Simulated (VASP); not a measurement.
Runs of VASP 6.6.1 on NbAs (rocksalt type). The structure is that of space group Fm-3m (No. 225), or close to it. The cells are those of the table. 

```csv
task,cell,cutoff (eV),gap on the mesh (eV),pressure (GPa)
electric field gradients,"a = 3.755 Å, angles 60.0°, 2 atoms",520,none,-2.7
electric field gradients,"a = 3.803 Å, angles 60.0°, 2 atoms",520,none,-7.4
single point,"a = 3.705 Å, angles 60.0°, 2 atoms",520,none,3.1
electric field gradients,"a = 3.705 Å, angles 60.0°, 2 atoms",520,none,3.1
electric field gradients,"a = 3.730 Å, angles 60.0°, 2 atoms",520,none,0.0
relaxation of cell and atoms,"relaxed from a = 3.694 Å, angles 60.0°, 2 atoms",600,-,0.0
single point,"a = 3.655 Å, angles 60.0°, 2 atoms",520,none,(a)
```

Alike in all rows: level PBE; potentials or basis VASP PAW PBE potentials, release 64 (Nb_sv, As); no spin polarisation; k mesh 11 × 11 × 11; smearing fermi-dirac 0.05 eV.

**Question.** Fill in the values left out.

**Answer.** (a) 10.2.

Caveats: the bands computed are all filled at some k points, so no gap is given (some runs).

A k mesh can miss the band edges, and the runs leave out spin-orbit coupling on As, Nb.

A gap of «none» marks levels without a gap at the run's occupations.
